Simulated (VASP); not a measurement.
# Pd (Ia-3) in VASP: notebook

The runs below take Pd through relaxation of cell and atoms, single point, with PBE.

Everything below comes from runs of VASP 6.6.1. Logs are shortened: lines on timing, memory, paths and dates and some standing lists are left out, and cuts for length are marked.

**1. The cell of the first run**

The structure is cubic, space group Ia-3 (No. 206). The conventional cell has a = 6.429 Å, b = 6.429 Å, c = 6.429 Å, α = 90.00°, β = 90.00°, γ = 90.00°. Within 3.0 Å of Pd (site symmetry 3) lie 4 Pd at 2.29 to 2.31 Å.

**2. Relaxation of cell and atoms, PBE**

The input, INCAR:

```
SYSTEM = Pd
PREC     = Accurate       ! precision mode
ENCUT    = 600            ! plane-wave cutoff, eV
EDIFF    = 1E-6           ! SCF threshold, eV
ISMEAR   = 0              ! smearing method
SIGMA    = 0.1            ! smearing width, eV
LREAL    = .False.        ! projectors in reciprocal space
LASPH    = .True.         ! aspherical terms in the spheres
NELM     = 80             ! most SCF steps
ALGO     = Fast           ! electronic algorithm
ISIF     = 3              ! what is computed and relaxed
LWAVE    = .False.        ! write WAVECAR
LCHARG   = .False.        ! write CHGCAR
GGA      = PE             ! functional
IBRION   = 2              ! ionic algorithm
NSW      = 90             ! ionic steps
EDIFFG   = -0.04          ! ionic threshold
```

The input, KPOINTS:

```
Automatic mesh
0
Gamma
  4 4 4
  0 0 0
```

The input, POSCAR:

```
Pd
1.0
   -3.2144535535      3.2144535535      3.2144535535
    3.2144535535     -3.2144535535      3.2144535535
    3.2144535535      3.2144535535     -3.2144535535
Pd
8
Direct
    0.2060000000      0.2060000000      0.2060000000
    0.5000000000      0.0000000000      0.2940000000
    0.2940000000      0.5000000000      0.0000000000
    0.0000000000      0.2940000000      0.5000000000
    0.7940000000      0.7940000000      0.7940000000
    0.5000000000      0.0000000000      0.7060000000
    0.7060000000      0.5000000000      0.0000000000
    0.0000000000      0.7060000000      0.5000000000
```

Potentials or basis: VASP PAW PBE potentials, release 64 (Pd).

Launch:

```bash
$ cat potpaw_PBE.64/Pd/POTCAR > POTCAR
$ mpirun -np 1 vasp_std > vasp.out
```

OUTCAR:

```text
SYSTEM = Pd
   PREC = Accurate
   ENCUT = 600
   EDIFF = 1E-6
   ISMEAR = 0
   LREAL = .False.
   LASPH = .True.
   NELM = 80
   ISIF = 3
   GGA = PE
   IBRION = 2
   NSW = 90
   EDIFFG = -0.04

 ion  position               nearest neighbor table
   1  0.206  0.206  0.206-   5 2.29   3 2.31   4 2.31   2 2.31   5 3.27
   2  0.500  0.000  0.294-   6 2.29   4 2.31   1 2.31   3 2.31   6 3.27
   3  0.294  0.500  0.000-   7 2.29   1 2.31   4 2.31   2 2.31   7 3.27
   4  0.000  0.294  0.500-   8 2.29   3 2.31   1 2.31   2 2.31   8 3.27
   5  0.794  0.794  0.794-   1 2.29   6 2.31   7 2.31   8 2.31   1 3.27
   6  0.500  0.000  0.706-   2 2.29   5 2.31   8 2.31   7 2.31   2 3.27
   7  0.706  0.500  0.000-   3 2.29   5 2.31   8 2.31   6 2.31   3 3.27
   8  0.000  0.706  0.500-   4 2.29   5 2.31   6 2.31   7 2.31   4 3.27

  LATTYP: Found a body centered cubic cell.
 ALAT       =     6.4289071070

  Lattice vectors:

 A1 = (  -3.2144535535,   3.2144535535,   3.2144535535)
 A2 = (   3.2144535535,  -3.2144535535,   3.2144535535)
 A3 = (   3.2144535535,   3.2144535535,  -3.2144535535)

Analysis of symmetry for initial positions (statically):
=====================================================================
 Subroutine PRICEL returns:
 Original cell was already a primitive cell.

 Routine SETGRP: Setting up the symmetry group for a
 body centered cubic supercell.

 Subroutine GETGRP returns: Found 24 space group operations
 (whereof  6 operations were pure point group operations)
 out of a pool of 48 trial point group operations.

The static configuration has the point symmetry S_6 .
 The point group associated with its full space group is T_h .

Analysis of symmetry for dynamics (positions and initial velocities):
=====================================================================
 Subroutine PRICEL returns:
 Original cell was already a primitive cell.

 Routine SETGRP: Setting up the symmetry group for a
 body centered cubic supercell.

 Subroutine GETGRP returns: Found 24 space group operations
 (whereof  6 operations were pure point group operations)
 out of a pool of 48 trial point group operations.

The dynamic configuration has the point symmetry S_6 .
 The point group associated with its full space group is T_h .

 Subroutine INISYM returns: Found 24 space group operations
 (whereof  6 operations are pure point group operations),
 and found     1 'primitive' translations

----------------------------------------------------------------------------------------

                                     Primitive cell

  volume of cell :     132.8561

  direct lattice vectors                    reciprocal lattice vectors
    -3.214453553  3.214453553  3.214453553     0.000000000  0.155547433  0.155547433
     3.214453553 -3.214453553  3.214453553     0.155547433  0.000000000  0.155547433
     3.214453553  3.214453553 -3.214453553     0.155547433  0.155547433  0.000000000

  length of vectors
     5.567596873  5.567596873  5.567596873     0.219977290  0.219977290  0.219977290

  position of ions in fractional coordinates (direct lattice)
     0.206000000  0.206000000  0.206000000
     0.500000000  0.000000000  0.294000000
     0.294000000  0.500000000  0.000000000
     0.000000000  0.294000000  0.500000000
     0.794000000  0.794000000  0.794000000
     0.500000000  0.000000000  0.706000000
     0.706000000  0.500000000  0.000000000
     0.000000000  0.706000000  0.500000000

  ion indices of the primitive-cell ions
   primitive index   ion index
                 1           1
                 2           2
                 3           3
                 4           4
                 5           5
                 6           6
                 7           7
                 8           8

----------------------------------------------------------------------------------------

 KPOINTS: Automatic mesh

Automatic generation of k-mesh.
 Grid dimensions read from file:
 generate k-points for:    4    4    4

 Generating k-lattice:

  Cartesian coordinates                     Fractional coordinates (reciprocal lattice)
     0.000000000  0.038886858  0.038886858     0.250000000  0.000000000  0.000000000
     0.038886858  0.000000000  0.038886858     0.000000000  0.250000000  0.000000000
     0.038886858  0.038886858  0.000000000     0.000000000  0.000000000  0.250000000

  Length of vectors
     0.054994322  0.054994322  0.054994322

  Shift w.r.t. Gamma in fractional coordinates (k-lattice)
     0.000000000  0.000000000  0.000000000

 Subroutine IBZKPT returns following result:
 ===========================================

 Found      8 irreducible k-points:

 Following reciprocal coordinates:
            Coordinates               Weight
  0.000000  0.000000  0.000000      1.000000
  0.250000  0.000000  0.000000     12.000000
  0.500000  0.000000  0.000000      6.000000
  0.250000  0.250000  0.000000     24.000000
  0.250000  0.250000  0.250000      2.000000
 -0.250000  0.250000  0.250000      6.000000
  0.500000  0.500000  0.250000     12.000000
  0.500000  0.500000  0.500000      1.000000
   k-points           NKPTS =      8   k-points in BZ     NKDIM =      8   number of bands    NBANDS=     48
   number of dos      NEDOS =    301   number of ions     NIONS =      8
   total plane-waves  NPLWV = 110592
   dimension x,y,z NGX =    48 NGY =   48 NGZ =   48
   dimension x,y,z NGXF=    96 NGYF=   96 NGZF=   96
   ions per type =               8
   NGX,Y,Z   is equivalent  to a cutoff of  14.33, 14.33, 14.33 a.u.
   NGXF,Y,Z  is equivalent  to a cutoff of  28.67, 28.67, 28.67 a.u.
 SYSTEM =  Pd
   PREC   = accura    normal or accurate (medium, high low for compatibility)
   ISTART =      0    job   : 0-new  1-cont  2-samecut
   ICHARG =      2    charge: 1-file 2-atom 10-const
   ISPIN  =      1    spin polarized calculation?
   LNONCOLLINEAR =      F non collinear calculations
   LSORBIT =      F    spin-orbit coupling
   LASPH  =      T    aspherical Exc in radial PAW
   ENCUT  =  600.0 eV  44.10 Ry    6.64 a.u.  11.12 11.12 11.12*2*pi/ulx,y,z
   NELM   =     80;   NELMIN=  2; NELMDL= -5     # of ELM steps
   EDIFF  = 0.1E-05   stopping-criterion for ELM
   LREAL  =      F    real-space projection
   EDIFFG = -.4E-01   stopping-criterion for IOM
   NSW    =     90    number of steps for IOM
   IBRION =      2    ionic relax: 0-MD 1-quasi-New 2-CG
   NFREE  =      1    steps in history (QN), initial steepest desc. (CG)
   ISIF   =      3    stress and relaxation
   ISYM   =      2    0-nonsym 1-usesym 2-fastsym
   POTIM  = 0.5000    time-step for ionic-motion
   TEBEG  =    0.0;   TEEND  =   0.0 temperature during run
   PSTRESS=    0.0 pullay stress
   NELECT =      80.0000    total number of electrons
   NUPDOWN=      -1.0000    fix difference up-down
   EMIN   =  10.00;   EMAX   =-10.00  energy-range for DOS
   EFERMI =   0.00;   METHOD = LEGACY
   ISMEAR =     0;   SIGMA  =   0.10  broadening in eV -4-tet -1-fermi 0-gaus
   EFERMI_NEDOS =   21; number of points for ismear=-14 and -15
   IALGO  =     68    algorithm
   IMIX   =      4    mixing-type and parameters
     AMIX     =   0.40;   BMIX     =  1.00
     AMIX_MAG =   1.60;   BMIX_MAG =  1.00
  volume/ion in A,a.u.               =      16.61       112.07
  Fermi-wavevector in a.u.,A,eV,Ry     =   1.382434  2.612421 26.002410  1.911123
  Thomas-Fermi vector in A             =   2.507125
   LORBIT       =      0    0 simple, 1 ext, 2 COOP (PROOUT), +10 PAW based schemes
   GGA     = PE    functional components
   LHFCALC =     F    Hartree Fock is set to
   AEXX    =    0.0000 exact exchange contribution
   IVDW    =     0    specifies the selected vdW correction
   LEPSILON=     F    determine dielectric tensor
   LRPA    =     F    only Hartree local field effects (RPA)
 conjugate gradient relaxation of ions
 non-spin polarized calculation
 RMM-DIIS sequential band-by-band and
 Gauss-broadening in eV      SIGMA  =   0.10
  energy-cutoff  :      600.00
  volume of cell :      132.86
 maximum number of plane-waves:      4504
 NGX is ok and might be reduce to    48
   NGX = 23   NGY = 23   NGZ = 23

--------------------------------------- Ionic step        1  -------------------------------------------

 number of electron      79.9999993 magnetization

 Free energy of the ion-electron system (eV)
  ---------------------------------------------------
  ext. energy  EPLUGINS =         0.00000000
  ---------------------------------------------------
  free energy    TOTEN  =       -30.90358369 eV

  energy without entropy =      -30.82455171  energy(sigma->0) =      -30.86406770

------------------------ aborting loop because EDIFF is reached ----------------------------------------

  FORCE on cell =-STRESS in cart. coord.  units (eV):
  Direction    XX          YY          ZZ          XY          YZ          ZX
  --------------------------------------------------------------------------------------
  -------------------------------------------------------------------------------------
  Total       32.8789776     32.8789776     32.8789776      0.0000000      0.0000000     -0.0000000
  in kB      396.5038699    396.5038699    396.5038699      0.0000000      0.0000000     -0.0000000
  external PRESSURE =     396.5038699 kB  Pullay stress =       0.0000000 kB
[... 29 lines left out ...]
--------------------------------------- Ionic step        2  -------------------------------------------

 number of electron      79.9999957 magnetization

 E-fermi :   2.3174     XC(G=0):  -9.2794

 val. band max:        2.3110383709   @ k =   0.2500   0.2500   0.0000
 cond. band min:       2.3568782448   @ k =   0.5000   0.0000   0.0000
 fundamental gap:      0.0458398739
 Fermi energy:         2.3173847359

 k-point     1 :       0.0000    0.0000    0.0000
  band No.  band energies     occupation
      1      -1.2209      2.00000
      2      -0.2095      2.00000
      3      -0.2095      2.00000
      4      -0.0292      2.00000
      5      -0.0292      2.00000
      6      -0.0292      2.00000
[... 474 lines left out ...]
  FREE ENERGIE OF THE ION-ELECTRON SYSTEM (eV)
  ---------------------------------------------------
  free  energy   TOTEN  =       -34.6799371109 eV

  energy  without entropy=      -34.5867334919  energy(sigma->0) =      -34.63333530

[... ionic steps 4 to 7 ...]

--------------------------------------- Ionic step        8  -------------------------------------------

 number of electron      80.0000017 magnetization

------------------------ aborting loop because EDIFF is reached ----------------------------------------
[... 79 lines left out ...]
--------------------------------------- Ionic step       10  -------------------------------------------

 number of electron      80.0000022 magnetization

 Free energy of the ion-electron system (eV)
  ---------------------------------------------------
  ext. energy  EPLUGINS =         0.00000000
  ---------------------------------------------------
  free energy    TOTEN  =       -34.79725650 eV

  energy without entropy =      -34.72701317  energy(sigma->0) =      -34.76213484

 E-fermi :   5.7148     XC(G=0): -11.0585

 val. band max:        5.6235911881   @ k =   0.2500   0.2500   0.2500
 cond. band min:       5.7258238706   @ k =   0.2500   0.2500   0.0000
 fundamental gap:      0.1022326825
 Fermi energy:         5.7147805011

 k-point     1 :       0.0000    0.0000    0.0000
  band No.  band energies     occupation
      1       0.3906      2.00000
      2       1.4685      2.00000
      3       1.4685      2.00000
      4       1.7436      2.00000
      5       1.7436      2.00000
      6       1.7436      2.00000
[... 432 lines left out ...]
  FREE ENERGIE OF THE ION-ELECTRON SYSTEM (eV)
  ---------------------------------------------------
  free  energy   TOTEN  =       -34.7972565043 eV

  energy  without entropy=      -34.7270131720  energy(sigma->0) =      -34.76213484

 reached required accuracy - stopping structural energy minimisation
```

Wall time 8.5 min (1 thread of Intel Xeon Platinum 8488C (Sapphire Rapids), shared host); peak memory 0.36 GiB.

Results:

```
Free energy                           : -34.7973 eV
Relaxed volume                        : 20.45 Å³/atom
Relaxed cell                          : a = 5.968 Å, b = 5.968 Å, c = 5.968 Å, α = 109.47°, β = 109.47°, γ = 109.47°
Space group after relaxing (to 0.1 Å) : Ia-3 (No. 206)
Energy gained by relaxing             : 486.7 meV/atom
Ionic steps                           : 10
Pressure after relaxing               : -0.3 GPa
Largest force after relaxing          : 0.028 eV/Å
Band gap on the k mesh                : zero (bands 40 and 41 overlap by 0.32 eV)
```

Forces in eV/Å, atoms in the order of the input:
```
Pd   0.016  0.016  0.016
Pd  -0.016 -0.016  0.016
Pd   0.016 -0.016 -0.016
Pd  -0.016  0.016 -0.016
Pd  -0.016 -0.016 -0.016
Pd   0.016  0.016 -0.016
Pd  -0.016  0.016  0.016
Pd   0.016 -0.016  0.016
```

The path:
| step | energy change (eV) | largest force (eV/Å) | pressure (GPa) | volume (Å³) |
| --- | --- | --- | --- | --- |
| 1 | 0.0000 | 2.6752 | 39.65 | 132.86 |
| 2 | -0.2867 | 0.2270 | -12.22 | 228.58 |
| 3 | -3.7764 | 0.2311 | -2.33 | 169.74 |
| 4 | -3.7941 | 0.2808 | -1.29 | 167.66 |
| 5 | -3.7976 | 0.3182 | -0.53 | 166.22 |
| 6 | -3.8314 | 0.2518 | -0.12 | 164.94 |
| 7 | -3.8744 | 0.1214 | 1.24 | 161.49 |
| 8 | -3.8910 | 0.0409 | -0.45 | 164.08 |
| 9 | -3.8910 | 0.0464 | -0.37 | 163.94 |
| 10 | -3.8937 | 0.0282 | -0.25 | 163.60 |

Final structure:
```yaml
crystal:
  lattice:
    - [-3.44544, 3.44544, 3.44544]
    - [3.44544, -3.44544, 3.44544]
    - [3.44544, 3.44544, -3.44544]
  atoms:
    - { symbol: Pd, position: [0.22956, 0.22956, 0.22956] }
    - { symbol: Pd, position: [0.50000, 0.00000, 0.27044] }
    - { symbol: Pd, position: [0.27044, 0.50000, 0.00000] }
    - { symbol: Pd, position: [0.00000, 0.27044, 0.50000] }
    - { symbol: Pd, position: [0.77044, 0.77044, 0.77044] }
    - { symbol: Pd, position: [0.50000, 0.00000, 0.72956] }
    - { symbol: Pd, position: [0.72956, 0.50000, 0.00000] }
    - { symbol: Pd, position: [0.00000, 0.72956, 0.50000] }
```

Levels at points of the mesh, in eV from the Fermi level:
```tsv
k point	band 36	band 37	band 38	band 39	band 40	band 41	band 42	band 43	band 44	band 45
(0.00, 0.00, 0.00)	-0.81	-0.81	-0.81	0.22	0.22	0.22	3.36	3.36	3.45	3.45
(0.50, 0.00, 0.00)	-0.48	-0.26	-0.26	-0.11	-0.11	0.07	0.07	1.05	1.05	2.38
(0.50, 0.50, 0.50)	-0.89	0.11	0.11	0.11	0.13	0.13	0.15	0.15	0.49	0.49
```

Caveat: the volume moved by over 15 % at a fixed basis, so the end points are rough.

**3. Single point, PBE**

This run uses another cell than the first one, of 20.48 Å³/atom.

The input, INCAR:

```
SYSTEM = Pd
PREC = Accurate ; ENCUT = 520
EDIFF = 1E-6 ; ISMEAR = 0
SIGMA = 0.1 ; LREAL = .False.
LASPH = .True. ; NELM = 100
ALGO = Fast ; ISIF = 2
LWAVE = .False. ; LCHARG = .False.
GGA = PE ; NBANDS = 50
```

The input, KPOINTS:

```
Automatic mesh
0
Gamma
  8 8 8
  0 0 0
```

The input, POSCAR:

```
Pd
1.0
   -3.4469469087      3.4469469087      3.4469469087
    3.4469469087     -3.4469469087      3.4469469087
    3.4469469087      3.4469469087     -3.4469469087
Pd
8
Direct
    0.2322660401      0.2322660401      0.2322660401
    0.5000000000      0.0000000000      0.2677339599
    0.2677339599      0.5000000000      0.0000000000
    0.0000000000      0.2677339599      0.5000000000
    0.7677339599      0.7677339599      0.7677339599
    0.5000000000      0.0000000000      0.7322660401
    0.7322660401      0.5000000000      0.0000000000
    0.0000000000      0.7322660401      0.5000000000
```

Potentials or basis: VASP PAW PBE potentials, release 64 (Pd).

Launch:

```bash
$ cat potpaw_PBE.64/Pd/POTCAR > POTCAR
$ mpirun -np 1 vasp_std > vasp.out
```

OUTCAR:

```text
SYSTEM = Pd
   PREC = Accurate
   ENCUT = 520
   EDIFF = 1E-6
   ISMEAR = 0
   LREAL = .False.
   LASPH = .True.
   NELM = 100
   ISIF = 2
   GGA = PE

 ion  position               nearest neighbor table
   1  0.232  0.232  0.232-   2 2.44   3 2.44   4 2.44   5 2.77   5 3.20
   2  0.500  0.000  0.268-   1 2.44   4 2.44   3 2.44   6 2.77   6 3.20
   3  0.268  0.500  0.000-   1 2.44   2 2.44   4 2.44   7 2.77   7 3.20
   4  0.000  0.268  0.500-   1 2.44   3 2.44   2 2.44   8 2.77   8 3.20
   5  0.768  0.768  0.768-   6 2.44   7 2.44   8 2.44   1 2.77   1 3.20
   6  0.500  0.000  0.732-   5 2.44   7 2.44   8 2.44   2 2.77   2 3.20
   7  0.732  0.500  0.000-   5 2.44   8 2.44   6 2.44   3 2.77   3 3.20
[... 1490 lines left out ...]
  external PRESSURE =      -4.2066502 kB  Pullay stress =       0.0000000 kB

 VOLUME and BASIS-vectors are now :
 -----------------------------------------------------------------------------
  energy-cutoff  :      520.00
  volume of cell :      163.82
      direct lattice vectors                 reciprocal lattice vectors
    -3.446946909  3.446946909  3.446946909     0.000000000  0.145055904  0.145055904
     3.446946909 -3.446946909  3.446946909     0.145055904  0.000000000  0.145055904
     3.446946909  3.446946909 -3.446946909     0.145055904  0.145055904  0.000000000

 POSITION                                       TOTAL-FORCE (eV/Angst)
 -----------------------------------------------------------------------------------
      0.80061      0.80061      0.80061        -0.002138     -0.002138     -0.002138
     -0.80061      2.64634      0.80061         0.002138      0.002138     -0.002138
      0.80061     -0.80061      2.64634        -0.002138      0.002138      0.002138
      2.64634      0.80061     -0.80061         0.002138     -0.002138      0.002138
      2.64634      2.64634      2.64634         0.002138      0.002138      0.002138
      0.80061      4.24756     -0.80061        -0.002138     -0.002138      0.002138
     -0.80061      0.80061      4.24756         0.002138     -0.002138     -0.002138
      4.24756     -0.80061      0.80061        -0.002138      0.002138     -0.002138
 -----------------------------------------------------------------------------------
    total drift:                               -0.000000     -0.000000      0.000000

  FREE ENERGIE OF THE ION-ELECTRON SYSTEM (eV)
  ---------------------------------------------------
  free  energy   TOTEN  =       -34.8015157313 eV

  energy  without entropy=      -34.7134456693  energy(sigma->0) =      -34.75748070
```

stdout:

```text
POSCAR found type information on POSCAR Pd
 POSCAR found :  1 types and       8 ions
 scaLAPACK will be used
 LDA part: xc-table for (Slater+PW92), standard interpolation
 POSCAR, INCAR and KPOINTS ok, starting setup
 FFT: planning ... GRIDC
 FFT: planning ... GRID_SOFT
 FFT: planning ... GRID
 WAVECAR not read
 entering main loop
```

Wall time 5 min (1 thread of Intel Xeon Platinum 8488C (Sapphire Rapids), shared host); peak memory 0.42 GiB.

What came out:

```
Free energy            : -34.8015 eV
Pressure               : -0.4 GPa
Largest force          : 0.004 eV/Å
Band gap on the k mesh : zero (bands 40 and 41 overlap by 0.30 eV)
```

Forces in eV/Å, atoms in the order of the input:
```
Pd  -0.002 -0.002 -0.002
Pd   0.002  0.002 -0.002
Pd  -0.002  0.002  0.002
Pd   0.002 -0.002  0.002
Pd   0.002  0.002  0.002
Pd  -0.002 -0.002  0.002
Pd   0.002 -0.002 -0.002
Pd  -0.002  0.002 -0.002
```
